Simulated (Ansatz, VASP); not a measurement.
**One calculation of Pt, two programs**

INCAR

```
SYSTEM = Pt
ALGO = Fast
EDIFF = 1E-6
ENCUT = 520
ISIF = 2
ISMEAR = 0
LASPH = .TRUE.
LCHARG = .FALSE.
LREAL = .FALSE.
LWAVE = .FALSE.
NBANDS = 17
NELM = 60
PREC = Accurate
SIGMA = 0.15
```

File KPOINTS:

```
k-points
0
G
  21 21 10
  0 0 0
```

Contents of POSCAR:

```
Pt
1.0
    2.8434855843      0.0000000000      0.0000000000
   -1.4217427921      2.3190823580      0.0000000000
    0.0000000000      0.0000000000      4.7921340000
Pt
2
Direct
    0.6666666667      0.3333333333      0.7500000000
    0.3333333333      0.6666666667      0.2500000000
```

Input for Ansatz:

```yaml
crystal:
  lattice:
    - [2.8434855843, 0.0, 0.0]
    - [-1.4217427921, 2.319082358, 0.0]
    - [0.0, 0.0, 4.792134]
  atoms:
    - { symbol: Pt, position: [0.6666666667, 0.3333333333, 0.75] }
    - { symbol: Pt, position: [0.3333333333, 0.6666666667, 0.25] }
basis:
  ecutwfc: 420
kpoints:
  mp_grid: { grid: [21, 21, 10] }
hamiltonian:
  xc: lda
scf:
  occupations: { method: gaussian, width: 0.15 }
output:
  forces: true
  stress: true
  eigenvalues: true
```

Change from the starting cell: strain +0.0300 x Voigt [1, -1, 0, 0, 0, 0], atoms carried along.

Alike in both runs: task single point; functional LDA; k mesh 21 × 21 × 10; occupations gaussian, width 0.15 eV; no spin polarisation.

```csv
,VASP,Ansatz
version,VASP 6.6.1,Ansatz 0.2.0
potentials or method,"VASP PAW LDA potentials, release 64 (Pt), cutoff 520 eV","scalar-relativistic, plane waves, PAW"
valence electrons in the cell,20,36
```

VASP gave:

- gap on the k mesh at the Fermi level (eV): none
- pressure (GPa): -14.3
- traceless stress, the component that is largest in VASP (GPa): 5.75
- rms of the force components (eV/Å): 0.010

Which values does Ansatz return?

gap on the k mesh at the Fermi level (eV): none; pressure (GPa): -14.8; traceless stress, the component that is largest in VASP (GPa): 5.59; rms of the force components (eV/Å): 0.008.

LDA's correlation is that of Perdew and Zunger in VASP and of Perdew and Wang (1992) in Ansatz. Atom by atom the forces differ by 0.002 eV/Å (rms over components). A gap of «none» marks a metal or a gap that the smearing closes. VASP's potentials hold 20 valence electrons a cell and Ansatz's 36, so a difference there can come from the potentials and not from the codes.

Neither program's run includes spin-orbit coupling.
